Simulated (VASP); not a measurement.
Cr: single point with PBE

Crystal: Cr.

```
CELL_PARAMETERS angstrom
-1.48445 1.48445 1.48445
1.48445 -1.48445 1.48445
1.48445 1.48445 -1.48445
ATOMIC_POSITIONS crystal
Cr 0.00000 0.00000 0.00000
```

```
Program             : VASP 6.6.1
Task                : single point
Functional          : PBE
Potentials or basis : VASP PAW PBE potentials, release 64 (Cr_pv)
Cutoff              : 520 eV
k mesh              : 10 × 10 × 10
Occupations         : fermi-dirac, width 0.05 eV
Spin                : collinear spin, ferromagnetic start
Starting moments    : [6.0] μB
Fixed moment        : 6 μB
```

* Pressure: 136.7 GPa
* Net moment: 6.00 μB per cell
* Site moments: Cr +5.10 μB
* Valence electrons inside the program's atomic spheres: Cr 11.07

Wall time 26 s on 1 thread of AMD EPYC 7R43 64-Core Processor (Zen 3), on a shared host, peak memory 0.1 GiB.

Caveat: the total moment is fixed, so each spin has its own Fermi level.
